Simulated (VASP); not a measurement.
Crystal: TiAl.

```
CELL_PARAMETERS angstrom
3.17906 0.00000 0.00000
0.00000 3.17906 0.00000
0.00000 0.00000 3.17906
ATOMIC_POSITIONS crystal
Ti 0.00000 0.00000 0.00000
Al 0.50000 0.50000 0.50000
```

```yaml
Program: VASP 6.6.1
Task: relaxation of cell and atoms
Functional: PBEsol
Dispersion: D4
Potentials_or_basis: VASP PAW PBE potentials, release 64 (Ti_sv, Al)
Cutoff: 600 eV
k_mesh: 8 × 8 × 8
Occupations: fermi-dirac, width 0.05 eV
Spin: no spin polarisation
```

At the start: pressure -4.0 GPa; volume 16.06 Å³/atom.

**Question.** How do energy, volume and symmetry change on relaxing?

**Answer.** Over 3 steps the energy falls by 7.0 meV/atom and the volume is 15.52 Å³/atom (-3.4 %); space group Pm-3m (No. 221, to 0.05 Å).

The path:
| step | energy change (eV) | largest force (eV/Å) | pressure (GPa) | volume (Å³) |
| --- | --- | --- | --- | --- |
| 1 | 0.0000 | 0.0000 | -4.01 | 32.13 |
| 2 | -0.0071 | 0.0000 | 3.07 | 30.29 |
| 3 | -0.0140 | 0.0000 | 0.00 | 31.03 |

Final structure:
```
CELL_PARAMETERS angstrom
3.14256 0.00000 0.00000
0.00000 3.14256 0.00000
0.00000 0.00000 3.14256
ATOMIC_POSITIONS crystal
Ti 0.00000 0.00000 0.00000
Al 0.50000 0.50000 0.50000
```

Caveat: the PAW data sets were made with another functional, which shifts forces and pressure a little; pairwise dispersion overbinds metals, which lowers pressure and volume.
